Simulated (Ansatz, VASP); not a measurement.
## TiO2 in VASP and in Ansatz

INCAR

```
SYSTEM = TiO2
PREC = Accurate ; ENCUT = 520
EDIFF = 1E-6 ; ISMEAR = 0
SIGMA = 0.01 ; LREAL = .False.
LASPH = .True. ; NELM = 80
ALGO = Normal ; ISIF = 2
LWAVE = .False. ; LCHARG = .True.
GGA = PE ; LELF = .True.
LVHAR = .True. ; NBANDS = 33
```

File KPOINTS:

```
regular mesh
0
Gamma
  4 4 8
  0 0 0
```

POSCAR

```
TiO2
1.0
    4.7343697921      0.0000000000      0.0000000000
    0.0000000000      4.7343697921      0.0000000000
    0.0000000000      0.0000000000      3.0222102155
Ti O
2 4
Direct
    0.0000000000      0.0000000000      0.0000000000
    0.5000000000      0.5000000000      0.5000000000
    0.3051320931      0.3051320931      0.0000000000
    0.1948679069      0.8051320931      0.5000000000
    0.8051320931      0.1948679069      0.5000000000
    0.6948679069      0.6948679069      0.0000000000
```

Input for Ansatz:

```yaml
crystal:
  lattice:
    - [4.7343697921, 0.0, 0.0]
    - [0.0, 4.7343697921, 0.0]
    - [0.0, 0.0, 3.0222102155]
  atoms:
    - { symbol: Ti, position: [0.0, 0.0, 0.0] }
    - { symbol: Ti, position: [0.5, 0.5, 0.5] }
    - { symbol: O, position: [0.3051320931, 0.3051320931, 0.0] }
    - { symbol: O, position: [0.1948679069, 0.8051320931, 0.5] }
    - { symbol: O, position: [0.8051320931, 0.1948679069, 0.5] }
    - { symbol: O, position: [0.6948679069, 0.6948679069, 0.0] }
kpoints:
  mp_grid: { grid: [4, 4, 8] }
hamiltonian:
  xc: pbe
scf:
  occupations: { method: fixed }
  n_extra_bands: 5
output:
  forces: true
  stress: true
  eigenvalues: true
```

Alike in both runs: task single point; functional PBE; k mesh 4 × 4 × 8; no spin polarisation.

|  | VASP | Ansatz |
| --- | --- | --- |
| version | VASP 6.6.1 | Ansatz 0.2.0 |
| potentials or method | VASP PAW PBE potentials, release 64 (Ti_sv, O) | plane waves, PAW |
| plane-wave cutoff (eV) | 520 | 420 |
| occupations | gaussian, width 0.01 eV | fixed |
| valence electrons in the cell | 48 | 48 |

|  | VASP | Ansatz | Ansatz less VASP |
| --- | --- | --- | --- |
| gap on the k mesh at the Fermi level (eV) | 1.69 | 1.72 | +0.022 |
| pressure (GPa) | -11.1 | -11.7 | -0.58 |
| traceless stress, the component that is largest in VASP (GPa) | -2.02 | -2.22 | -0.202 |
| rms of the force components (eV/Å) | 0.120 | 0.132 | +0.0118 |

Atom by atom the forces differ by 0.012 eV/Å (rms over components).
